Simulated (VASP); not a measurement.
# Ga (C2/m) in VASP: further runs

Ga is run at these levels: PBEsol; tasks: single point.

Everything below comes from runs of VASP 6.6.1. Logs are shortened: lines on timing, memory, paths and dates and some standing lists are left out, and cuts for length are marked.

### Step 1. The cell of the first run

It takes space group C2/m (No. 12, monoclinic). Conventional cell: a = 5.202 Å, b = 3.003 Å, c = 4.865 Å, α = 90.00°, β = 90.00°, γ = 90.00°. Ga (site symmetry m) has 12 Ga at 2.63 to 3.29 Å within 3.5 Å.

### Step 2. Single point, PBEsol (shortest bond scaled by 0.88)

Input file INCAR:

```
PREC = Accurate
ENCUT = 520
EDIFF = 1E-6
ISMEAR = -1
SIGMA = 0.05
LREAL = False
LASPH = True
NELM = 60
ALGO = Normal
ISIF = 2
LWAVE = False
LCHARG = False
GGA = PS
NBANDS = 20
```

Input file KPOINTS:

```
regular mesh
0
Gamma
  11 11 6
```

Input file POSCAR:

```
Ga
1.0
    3.0031658500      0.0000000000      0.0000000000
   -1.5015829250      2.6008179178      0.0000000000
    0.0000000000      0.0000000000      4.8651286769
Ga
2
Direct
    0.2933333333      0.6466666667      0.2200000000
    0.7066666667      0.3533333333      0.7800000000
```

Potentials or basis: VASP PAW PBE potentials, release 64 (Ga_d).

Started as:

```sh
cat potpaw_PBE.64/Ga_d/POTCAR > POTCAR
mpirun -np 1 vasp_std > vasp.out
```

OUTCAR:

```text
PREC = Accurate
   ENCUT = 520
   EDIFF = 1E-6
   ISMEAR = -1
   LREAL = False
   LASPH = True
   NELM = 60
   ISIF = 2
   GGA = PS

 ion  position               nearest neighbor table
   1  0.293  0.647  0.220-   2 2.63   2 2.83   2 2.83
   2  0.707  0.353  0.780-   1 2.63   1 2.83   1 2.83

  LATTYP: Found a hexagonal cell.
 ALAT       =     3.0031658500
 C/A-ratio  =     1.6200000000

  Lattice vectors:

 A1 = (   3.0031658500,   0.0000000000,   0.0000000000)
 A2 = (  -1.5015829250,   2.6008179178,   0.0000000000)
 A3 = (   0.0000000000,   0.0000000000,   4.8651286769)

Analysis of symmetry for initial positions (statically):
=====================================================================
 Subroutine PRICEL returns:
 Original cell was already a primitive cell.

 Routine SETGRP: Setting up the symmetry group for a
 hexagonal supercell.

 Subroutine GETGRP returns: Found  4 space group operations
 (whereof  4 operations were pure point group operations)
 out of a pool of 24 trial point group operations.

The static configuration has the point symmetry C_2h.

Analysis of symmetry for dynamics (positions and initial velocities):
=====================================================================
 Subroutine PRICEL returns:
 Original cell was already a primitive cell.

 Routine SETGRP: Setting up the symmetry group for a
 hexagonal supercell.

 Subroutine GETGRP returns: Found  4 space group operations
 (whereof  4 operations were pure point group operations)
 out of a pool of 24 trial point group operations.

The dynamic configuration has the point symmetry C_2h.

 Subroutine INISYM returns: Found  4 space group operations
 (whereof  4 operations are pure point group operations),
 and found     1 'primitive' translations

----------------------------------------------------------------------------------------

                                     Primitive cell

  volume of cell :      38.0000

  direct lattice vectors                    reciprocal lattice vectors
     3.003165850  0.000000000  0.000000000     0.332981943  0.192247214  0.000000000
    -1.501582925  2.600817918  0.000000000     0.000000000  0.384494429  0.000000000
     0.000000000  0.000000000  4.865128677     0.000000000  0.000000000  0.205544409

  length of vectors
     3.003165850  3.003165850  4.865128677     0.384494429  0.384494429  0.205544409

  position of ions in fractional coordinates (direct lattice)
     0.293333333  0.646666667  0.220000000
     0.706666667  0.353333333  0.780000000

  ion indices of the primitive-cell ions
   primitive index   ion index
                 1           1
                 2           2

----------------------------------------------------------------------------------------

 KPOINTS: regular mesh

Automatic generation of k-mesh.
 Grid dimensions read from file:
 generate k-points for:   11   11    6

 Generating k-lattice:

  Cartesian coordinates                     Fractional coordinates (reciprocal lattice)
     0.030271086  0.017477019  0.000000000     0.090909091  0.000000000  0.000000000
     0.000000000  0.034954039  0.000000000     0.000000000  0.090909091  0.000000000
     0.000000000  0.000000000  0.034257402     0.000000000  0.000000000  0.166666667

  Length of vectors
     0.034954039  0.034954039  0.034257402

  Shift w.r.t. Gamma in fractional coordinates (k-lattice)
     0.000000000  0.000000000  0.000000000

 Subroutine IBZKPT returns following result:
 ===========================================

 Found    204 irreducible k-points:

 Following reciprocal coordinates:
            Coordinates               Weight
  0.000000  0.000000  0.000000      1.000000
  0.090909  0.000000  0.000000      2.000000
  0.000000  0.090909  0.000000      4.000000
  0.181818  0.000000  0.000000      2.000000
  0.000000  0.181818  0.000000      4.000000
  0.272727  0.000000  0.000000      2.000000
[... 16 lines left out ...]
  0.454545  0.090909  0.000000      2.000000
 -0.090909 -0.454545  0.000000      4.000000
 [... further k-points ...]
   k-points           NKPTS =    204   k-points in BZ     NKDIM =    204   number of bands    NBANDS=     20
   number of dos      NEDOS =    301   number of ions     NIONS =      2
   total plane-waves  NPLWV =  20736
   dimension x,y,z NGX =    24 NGY =   24 NGZ =   36
   dimension x,y,z NGXF=    48 NGYF=   48 NGZF=   72
   ions per type =               2
   NGX,Y,Z   is equivalent  to a cutoff of  13.29, 13.29, 12.30 a.u.
   NGXF,Y,Z  is equivalent  to a cutoff of  26.57, 26.57, 24.60 a.u.
 SYSTEM =  unknown system
   PREC   = accura    normal or accurate (medium, high low for compatibility)
   ISTART =      0    job   : 0-new  1-cont  2-samecut
   ICHARG =      2    charge: 1-file 2-atom 10-const
   ISPIN  =      1    spin polarized calculation?
   LNONCOLLINEAR =      F non collinear calculations
   LSORBIT =      F    spin-orbit coupling
   LASPH  =      T    aspherical Exc in radial PAW
   ENCUT  =  520.0 eV  38.22 Ry    6.18 a.u.   5.58  5.58  9.05*2*pi/ulx,y,z
   NELM   =     60;   NELMIN=  2; NELMDL= -5     # of ELM steps
   EDIFF  = 0.1E-05   stopping-criterion for ELM
   LREAL  =      F    real-space projection
   EDIFFG = 0.1E-04   stopping-criterion for IOM
   NSW    =      0    number of steps for IOM
   IBRION =     -1    ionic relax: 0-MD 1-quasi-New 2-CG
   NFREE  =      0    steps in history (QN), initial steepest desc. (CG)
   ISIF   =      2    stress and relaxation
   ISYM   =      2    0-nonsym 1-usesym 2-fastsym
   POTIM  = 0.5000    time-step for ionic-motion
   TEBEG  =    0.0;   TEEND  =   0.0 temperature during run
   PSTRESS=    0.0 pullay stress
   NELECT =      26.0000    total number of electrons
   NUPDOWN=      -1.0000    fix difference up-down
   EMIN   =  10.00;   EMAX   =-10.00  energy-range for DOS
   EFERMI =   0.00;   METHOD = LEGACY
   ISMEAR =    -1;   SIGMA  =   0.05  broadening in eV -4-tet -1-fermi 0-gaus
   EFERMI_NEDOS =   21; number of points for ismear=-14 and -15
   IALGO  =     38    algorithm
   IMIX   =      4    mixing-type and parameters
     AMIX     =   0.40;   BMIX     =  1.00
     AMIX_MAG =   1.60;   BMIX_MAG =  1.00
  volume/ion in A,a.u.               =      19.00       128.22
  Fermi-wavevector in a.u.,A,eV,Ry     =   1.442574  2.726069 28.313990  2.081020
  Thomas-Fermi vector in A             =   2.561079
   LORBIT       =      0    0 simple, 1 ext, 2 COOP (PROOUT), +10 PAW based schemes
   GGA     = PS    functional components
   LHFCALC =     F    Hartree Fock is set to
   AEXX    =    0.0000 exact exchange contribution
   IVDW    =     0    specifies the selected vdW correction
   LEPSILON=     F    determine dielectric tensor
   LRPA    =     F    only Hartree local field effects (RPA)
 non-spin polarized calculation
  energy-cutoff  :      520.00
  volume of cell :       38.00
 maximum number of plane-waves:      1044
   NGX = 11   NGY = 11   NGZ = 19

 number of electron      26.0000017 magnetization

 Free energy of the ion-electron system (eV)
  ---------------------------------------------------
  ext. energy  EPLUGINS =         0.00000000
  ---------------------------------------------------
  free energy    TOTEN  =        -6.52425733 eV

  energy without entropy =       -6.52050491  energy(sigma->0) =       -6.52238112

 E-fermi :   5.2934     XC(G=0): -11.0889

 val. band max:        5.2718868429   @ k =   0.2727   0.1818   0.0000
 cond. band min:       5.3366291022   @ k =   0.3636   0.1818   0.0000
 fundamental gap:      0.0647422594
 Fermi energy:         5.2934357140

 k-point     1 :       0.0000    0.0000    0.0000
  band No.  band energies     occupation
      1      -9.6581      2.00000
      2      -9.6039      2.00000
      3      -9.5494      2.00000
      4      -9.5467      2.00000
      5      -9.5410      2.00000
      6      -9.5067      2.00000
[... 12 lines left out ...]
     19      18.8760      0.00000
     20      19.2318      0.00000

 k-point     2 :       0.0909    0.0000    0.0000
  band No.  band energies     occupation
      1      -9.6536      2.00000
      2      -9.5993      2.00000
      3      -9.5529      2.00000
      4      -9.5406      2.00000
      5      -9.5316      2.00000
      6      -9.4965      2.00000
[... 12 lines left out ...]
     19      18.5737      0.00000
     20      20.0539      0.00000

 k-point     3 :       0.0000    0.0909    0.0000
  band No.  band energies     occupation
      1      -9.6525      2.00000
      2      -9.6020      2.00000
      3      -9.5533      2.00000
      4      -9.5449      2.00000
      5      -9.5252      2.00000
      6      -9.5002      2.00000
[... 12 lines left out ...]
     19      18.6797      0.00000
     20      20.2208      0.00000

 k-point     4 :       0.1818    0.0000    0.0000
  band No.  band energies     occupation
      1      -9.6633      2.00000
      2      -9.5843      2.00000
      3      -9.5622      2.00000
      4      -9.5289      2.00000
      5      -9.4929      2.00000
      6      -9.4912      2.00000
[... 12 lines left out ...]
     19      17.0915      0.00000
     20      20.2475      0.00000

 k-point     5 :       0.0000    0.1818    0.0000
  band No.  band energies     occupation
      1      -9.6524      2.00000
      2      -9.6087      2.00000
      3      -9.5625      2.00000
      4      -9.5225      2.00000
      5      -9.5052      2.00000
      6      -9.4752      2.00000
[... 12 lines left out ...]
     19      17.6143      0.00000
     20      19.7720      0.00000

 k-point     6 :       0.2727    0.0000    0.0000
  band No.  band energies     occupation
      1      -9.6896      2.00000
      2      -9.6128      2.00000
      3      -9.5367      2.00000
      4      -9.5339      2.00000
      5      -9.5052      2.00000
      6      -9.4459      2.00000
[... 12 lines left out ...]
     19      16.3276      0.00000
     20      19.5674      0.00000

 k-point     7 :       0.0000    0.2727    0.0000
  band No.  band energies     occupation
      1      -9.6741      2.00000
      2      -9.6246      2.00000
      3      -9.5781      2.00000
      4      -9.5394      2.00000
      5      -9.4861      2.00000
      6      -9.4482      2.00000
[... 12 lines left out ...]
     19      16.7272      0.00000
     20      19.1242      0.00000
[... 277 lines left out ...]
 k-point    20 :       0.3636    0.0909    0.0000
  band No.  band energies     occupation
      1      -9.7139      2.00000
      2      -9.6500      2.00000
      3      -9.5765      2.00000
      4      -9.5503      2.00000
      5      -9.4995      2.00000
      6      -9.4180      2.00000
[... 12 lines left out ...]
     19      15.5529      0.00000
     20      16.6224      0.00000

 k-point    21 :      -0.0909    0.4545    0.0000
  band No.  band energies     occupation
      1      -9.6949      2.00000
      2      -9.6646      2.00000
      3      -9.5902      2.00000
      4      -9.5848      2.00000
      5      -9.4757      2.00000
      6      -9.4272      2.00000
[... 12 lines left out ...]
     19      15.7820      0.00000
     20      16.3808      0.00000

 k-point    22 :      -0.4545    0.3636    0.0000
  band No.  band energies     occupation
      1      -9.6963      2.00000
      2      -9.6531      2.00000
      3      -9.6183      2.00000
      4      -9.5764      2.00000
      5      -9.4678      2.00000
      6      -9.4187      2.00000
[... 12 lines left out ...]
     19      15.7684      0.00000
     20      16.4123      0.00000

 k-point    23 :       0.4545    0.0909    0.0000
  band No.  band energies     occupation
      1      -9.7221      2.00000
      2      -9.6601      2.00000
      3      -9.5786      2.00000
      4      -9.5609      2.00000
      5      -9.5042      2.00000
      6      -9.3853      2.00000
[... 12 lines left out ...]
     19      15.3834      0.00000
     20      16.4302      0.00000

 k-point    24 :      -0.0909   -0.4545    0.0000
  band No.  band energies     occupation
      1      -9.7041      2.00000
      2      -9.6707      2.00000
      3      -9.6082      2.00000
      4      -9.5892      2.00000
      5      -9.4727      2.00000
      6      -9.4074      2.00000
[... 12 lines left out ...]
     19      15.6086      0.00000
     20      16.2139      0.00000

 [... further k-points ...]
[... 5 lines left out ...]
  --------------------------------------------------------------------------------------
  -------------------------------------------------------------------------------------
  Total       -0.3863849     -0.4876273     -0.0420559      0.0876785      0.1363631      0.2361877
  in kB      -16.2909759    -20.5596146     -1.7731856      3.6967496      5.7494161      9.9582798
  external PRESSURE =     -12.8745920 kB  Pullay stress =       0.0000000 kB

 VOLUME and BASIS-vectors are now :
 -----------------------------------------------------------------------------
  energy-cutoff  :      520.00
  volume of cell :       38.00
      direct lattice vectors                 reciprocal lattice vectors
     3.003165850  0.000000000  0.000000000     0.332981943  0.192247214  0.000000000
    -1.501582925  2.600817918  0.000000000     0.000000000  0.384494429  0.000000000
     0.000000000  0.000000000  4.865128677     0.000000000  0.000000000  0.205544409

 POSITION                                       TOTAL-FORCE (eV/Angst)
 -----------------------------------------------------------------------------------
     -0.09009      1.68186      1.07033         0.109781      0.063382      0.856088
      1.59168      0.91896      3.79480        -0.109781     -0.063382     -0.856088
 -----------------------------------------------------------------------------------
    total drift:                               -0.000000      0.000000     -0.000000

  FREE ENERGIE OF THE ION-ELECTRON SYSTEM (eV)
  ---------------------------------------------------
  free  energy   TOTEN  =        -6.5242573264 eV

  energy  without entropy=       -6.5205049076  energy(sigma->0) =       -6.52238112
```

It took 69 s on 1 thread of AMD EPYC 9R45 (Zen 5), shared host; peak memory 0.21 GiB.

What came out:

* Free energy: -6.5243 eV
* Pressure: -1.3 GPa
* Largest force: 0.865 eV/Å
* Band gap on the k mesh: zero (band 13 reaches 8.95 eV, above the bottom of band 14 at 2.85 eV)

Forces in eV/Å, atoms in the order of the input:
```
Ga   0.110  0.063  0.856
Ga  -0.110 -0.063 -0.856
```

Levels at points of the mesh, in eV from the Fermi level:
| k point | band 10 | band 11 | band 12 | band 13 | band 14 | band 15 | band 16 | band 17 |
| --- | --- | --- | --- | --- | --- | --- | --- | --- |
| (0.00, 0.00, 0.00) | -14.58 | -11.17 | -4.77 | -3.73 | 9.05 | 9.76 | 10.86 | 11.85 |
| (0.00, 0.00, 0.50) | -14.61 | -10.24 | -8.48 | 3.02 | 4.72 | 9.88 | 10.32 | 10.88 |

Caveat: the cell differs from its parent crystal (shortest bond scaled by 0.88); the PAW data sets were made with another functional, which shifts forces and pressure a little.

### Step 3. Single point, PBEsol (shortest bond scaled by 0.7)

Input file INCAR:

```
  ALGO = Normal
  EDIFF = 1E-6
  ENCUT = 520
  GGA = PS
  ISIF = 2
  ISMEAR = -1
  LASPH = True
  LCHARG = True
  LELF = True
  LREAL = False
  LVHAR = True
  LWAVE = False
  NBANDS = 20
  NELM = 60
  PREC = Accurate
  SIGMA = 0.05
```

Input file KPOINTS:

```
k-points
0
Gamma
  11 11 6
```

Input file POSCAR:

```
Ga
1.0
    3.0031658500      0.0000000000      0.0000000000
   -1.5015829250      2.6008179178      0.0000000000
    0.0000000000      0.0000000000      4.8651286769
Ga
2
Direct
    0.2333333333      0.6166666667      0.1750000000
    0.7666666667      0.3833333333      0.8250000000
```

Potentials or basis: VASP PAW PBE potentials, release 64 (Ga_d).

Started as:

```sh
cat potpaw_PBE.64/Ga_d/POTCAR > POTCAR
mpirun -np 1 vasp_std > vasp.out
```

Wall time 66 s (1 thread of AMD EPYC 9R45 (Zen 5), shared host); peak memory 0.21 GiB.

Results (log left out):

```yaml
Free_energy: -5.1953 eV
Pressure: 15.3 GPa
Largest_force: 5.713 eV/Å
Band_gap_on_the_k_mesh: zero (band 13 reaches 8.27 eV, above the bottom of band 14 at 3.40 eV)
```

Forces in eV/Å, atoms in the order of the input:
```
Ga   2.020  1.166  5.216
Ga  -2.020 -1.166 -5.216
```

Stress tensor (GPa, compression positive):
```
11.83  6.09 15.10
 6.09  4.79  8.72
15.10  8.72 29.20
```

Levels at points of the mesh, in eV from the Fermi level:
```csv
k point,band 9,band 10,band 11,band 12,band 13,band 14,band 15,band 16,band 17,band 18
"(0.00, 0.00, 0.00)",-14.94,-14.73,-12.16,-4.64,-3.10,8.03,9.31,9.79,10.92,13.15
"(0.00, 0.00, 0.50)",-14.94,-14.73,-11.79,-7.39,2.42,6.10,8.40,9.54,9.97,10.80
```

Caveat: the cell differs from its parent crystal (shortest bond scaled by 0.7); the PAW data sets were made with another functional, which shifts forces and pressure a little.
